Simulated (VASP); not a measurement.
A run of VASP 6.6.1 is set up as follows.

Contents of INCAR:

```
PREC = Accurate
ENCUT = 600
EDIFF = 1E-6
ISMEAR = -1
SIGMA = 0.1
LREAL = False
LASPH = True
NELM = 100
ALGO = Normal
ISIF = 3
LWAVE = False
LCHARG = False
GGA = PS
IBRION = 2
NSW = 80
EDIFFG = -0.005
```

The input KPOINTS:

```
regular mesh
0
Gamma
  12 12 7
```

Contents of POSCAR:

```
Ge
1.0
    1.4880530000     -2.5946900000      0.0000000000
    1.4880530000      2.5946900000      0.0000000000
    0.0000000000      0.0000000000      4.7275960000
Ge
2
Direct
    0.6665530000      0.3334470000      0.2500000000
    0.3334470000      0.6665530000      0.7500000000
```

Potentials or basis: VASP PAW PBE potentials, release 64 (Ge_d).

Command:

```console
$ cat potpaw_PBE.64/Ge_d/POTCAR > POTCAR
$ mpirun -np 1 vasp_std > vasp.out
```

Q: Predict the relaxed volume.

A: 18.35 Å³/atom.

Q: What does it give for the space group after relaxing (to 0.1 Å)?

A: Cmcm (No. 63).

Q: Estimate the band gap on the k mesh.

A: Zero (bands 14 and 15 overlap by 9.07 eV).

Q: Estimate the relaxed cell.

A: a = 3.033 Å, b = 3.033 Å, c = 4.688 Å, α = 90.00°, β = 90.00°, γ = 121.70°.

Step by step:
| step | energy change (eV) | largest force (eV/Å) | pressure (GPa) | volume (Å³) |
| --- | --- | --- | --- | --- |
| 1 | 0.0000 | 0.0045 | 0.18 | 36.51 |
| 3 | -0.0027 | 0.0060 | -0.01 | 36.69 |
| 5 | -0.0028 | 0.0061 | -0.01 | 36.72 |
| 7 | -0.0028 | 0.0062 | 0.04 | 36.73 |
| 9 | -0.0028 | 0.0073 | -0.05 | 36.75 |
| 11 | -0.0028 | 0.0071 | -0.01 | 36.76 |
| 13 | -0.0030 | 0.0106 | -0.04 | 36.77 |
| 15 | -0.0028 | 0.0178 | -0.18 | 36.83 |
| 17 | -0.0031 | 0.0164 | -0.18 | 36.82 |
| 19 | -0.0032 | 0.0150 | -0.12 | 36.80 |
| 21 | -0.0032 | 0.0158 | -0.09 | 36.80 |
| 23 | -0.0033 | 0.0167 | -0.21 | 36.77 |
| 25 | -0.0033 | 0.0159 | 0.05 | 36.73 |
| 27 | -0.0034 | 0.0172 | -0.01 | 36.70 |
| 29 | -0.0034 | 0.0156 | 0.25 | 36.68 |
| 31 | -0.0034 | 0.0152 | -0.19 | 36.71 |
| 33 | -0.0034 | 0.0152 | 0.08 | 36.71 |
| 35 | -0.0035 | 0.0151 | -0.03 | 36.73 |
| 37 | -0.0035 | 0.0119 | -0.17 | 36.80 |
| 39 | -0.0036 | 0.0119 | 0.07 | 36.74 |
| 41 | -0.0036 | 0.0123 | 0.01 | 36.74 |
| 43 | -0.0036 | 0.0113 | 0.02 | 36.70 |
| 45 | -0.0037 | 0.0111 | 0.11 | 36.70 |
| 47 | -0.0038 | 0.0089 | 0.00 | 36.69 |
| 49 | -0.0039 | 0.0054 | 0.22 | 36.67 |
| 51 | -0.0041 | 0.0034 | -0.02 | 36.64 |
| 53 | -0.0042 | 0.0000 | 0.12 | 36.63 |
| 55 | -0.0042 | 0.0007 | 0.19 | 36.64 |
| 57 | -0.0042 | 0.0011 | -0.12 | 36.71 |
| 59 | -0.0042 | 0.0007 | 0.10 | 36.70 |
| 61 | -0.0042 | 0.0007 | -0.20 | 36.71 |
| 63 | -0.0042 | 0.0001 | -0.06 | 36.72 |
| 65 | -0.0042 | 0.0006 | -0.04 | 36.71 |
| 67 | -0.0042 | 0.0006 | -0.02 | 36.71 |
| 69 | -0.0042 | 0.0003 | 0.02 | 36.71 |
| 71 | -0.0042 | 0.0002 | 0.04 | 36.71 |
| 73 | -0.0042 | 0.0000 | 0.10 | 36.70 |
| 75 | -0.0042 | 0.0000 | 0.06 | 36.70 |
| 77 | -0.0042 | 0.0002 | -0.04 | 36.70 |
| 79 | -0.0042 | 0.0000 | 0.00 | 36.70 |

Caveat: the PAW data sets were made with another functional, which shifts forces and pressure a little.
